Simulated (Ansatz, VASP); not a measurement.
**Two plane-wave programs on PbO2**

```
Pb O
1.0
     4.94700    0.00000    0.00000
     0.00000    5.95100    0.00000
     0.00000    0.00000    5.49700
Pb O
4 8
Direct
  0.00000 0.18092 0.25000
  0.50000 0.31908 0.75000
  0.00000 0.81908 0.75000
  0.50000 0.68092 0.25000
  0.26066 0.41104 0.43268
  0.23934 0.08896 0.93268
  0.76066 0.08896 0.56732
  0.73934 0.41104 0.06732
  0.73934 0.58896 0.56732
  0.76066 0.91104 0.06732
  0.23934 0.91104 0.43268
  0.26066 0.58896 0.93268
```

Alike in both runs: functional PBE; k mesh 7 × 6 × 6; occupations fermi-dirac, width 0.05 eV; no spin polarisation.

Ansatz relaxed the structure, and its values are those at the end. VASP's run is a single point on that final structure, the one shown.

|  | VASP | Ansatz |
| --- | --- | --- |
| version | VASP 6.6.1 | Ansatz 0.2.0 |
| potentials or method | VASP PAW PBE potentials, release 64 (Pb_d, O) | plane-wave PAW, scalar-relativistic |
| plane-wave cutoff (eV) | 520 | 420 |
| valence electrons in the cell | 104 | 104 |

```tsv
	VASP	Ansatz	Ansatz less VASP
pressure (GPa)	8.2	7.9	-0.29
rms of the force components (eV/Å)	0.009	0.006	-0.0032
```

Ansatz's warnings: stress scf threshold loose.

Neither program's run includes spin-orbit coupling.
